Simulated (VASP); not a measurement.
WS2, a slab with vacuum:

```
W S
1.0
     3.18321    0.00000    0.00000
    -1.59160    2.75674    0.00000
     0.00000    0.00000   23.66876
W S
2 4
Direct
  0.33333 0.66667 0.63732
  0.66667 0.33333 0.36268
  0.33333 0.66667 0.29682
  0.66667 0.33333 0.57144
  0.33333 0.66667 0.42856
  0.66667 0.33333 0.70318
```

Program: VASP 6.6.1. Alike in all runs: task single point; level LDA; potentials or basis VASP PAW LDA potentials, release 64 (W_sv, S); no spin polarisation; cell as given; cutoff (eV) 520; smearing fermi-dirac 0.1 eV.

Problem. Order these runs on this cell by their band gap on the k mesh, lowest first.
A. k mesh 3 × 3 × 1
B. k mesh 8 × 8 × 1
C. k mesh 4 × 4 × 1

Solution. A (1.50 eV), B (1.67 eV), C (1.83 eV).

Caveats: some runs use coarse meshes; spin-orbit coupling is left out, which moves the levels of the heavy elements.

A k mesh can miss the band edges, odd and even meshes differently.
